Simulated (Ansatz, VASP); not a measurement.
## LiTlSe2 in VASP and in Ansatz

POSCAR

```
LiTlSe2
1.0
    4.2208519084      0.0000000000      0.0000000000
    0.0000000000      4.2208519084      0.0000000000
    0.0000000000      0.0000000000      5.9198379814
Li Se Tl
1 2 1
Direct
    0.0000000000      0.0000000000      0.0000000000
    0.0000000000      0.5000000000      0.2292133975
    0.5000000000      0.0000000000      0.7707866025
    0.5000000000      0.5000000000      0.5000000000
```

Contents of INCAR.step1:

```
SYSTEM = LiTlSe2
PREC = Accurate
ENCUT = 830
ISMEAR = 0
SIGMA = 0.01
LREAL = .FALSE.
LASPH = .TRUE.
NELM = 120
NBANDS = 22
GGA = PE
ALGO = Normal
EDIFF = 1E-5
LWAVE = .TRUE.
LCHARG = .FALSE.
GGA_COMPAT = .FALSE.
```

File INCAR.step2:

```
SYSTEM = LiTlSe2
PREC = Accurate
ENCUT = 830
EDIFF = 1E-6
ISMEAR = 0
SIGMA = 0.01
LREAL = .FALSE.
LASPH = .TRUE.
NELM = 120
ALGO = Normal
ISIF = 2
LWAVE = .FALSE.
LCHARG = .FALSE.
METAGGA = R2SCAN
LMIXTAU = .TRUE.
NBANDS = 22
ISTART = 1
GGA_COMPAT = .FALSE.
```

Contents of KPOINTS:

```
regular mesh
0
G
  6 6 4
  0 0 0
```

Input for Ansatz:

```yaml
crystal:
  lattice:
    - [4.2208519084, 0.0, 0.0]
    - [0.0, 4.2208519084, 0.0]
    - [0.0, 0.0, 5.9198379814]
  atoms:
    - { symbol: Li, position: [0.0, 0.0, 0.0] }
    - { symbol: Se, position: [0.0, 0.5, 0.2292133975] }
    - { symbol: Tl, position: [0.5, 0.5, 0.5] }
    - { symbol: Se, position: [0.5, 0.0, 0.7707866025] }
kpoints:
  mp_grid: { grid: [6, 6, 4] }
hamiltonian:
  xc: r2scan
scf:
  occupations: { method: fixed }
  n_extra_bands: 5
output:
  forces: true
  stress: true
  eigenvalues: true
```

Alike in both runs: task single point; functional r2SCAN; k mesh 6 × 6 × 4; no spin polarisation.

```csv
,VASP,Ansatz
version,VASP 6.6.1,Ansatz 0.2.0
potentials or method,"VASP PAW PBE potentials, release 64 (Li_sv, Se, Tl_d)","plane waves, PAW"
plane-wave cutoff (eV),830,500
occupations,"gaussian, width 0.01 eV",fixed
valence electrons in the cell,28,48
```

|  | VASP | Ansatz | Ansatz less VASP |
| --- | --- | --- | --- |
| gap on the k mesh at the Fermi level (eV) | 0.78 | 0.77 | -0.004 |
| pressure (GPa) | 1.3 | 1.4 | +0.03 |
| rms of the force components (eV/Å) | 0.063 | 0.059 | -0.0039 |

VASP's potentials were made for PBE, not for r2SCAN. VASP's potentials hold 28 valence electrons a cell and Ansatz's 48, so a difference there can come from the potentials and not from the codes.

Spin-orbit coupling is off throughout.
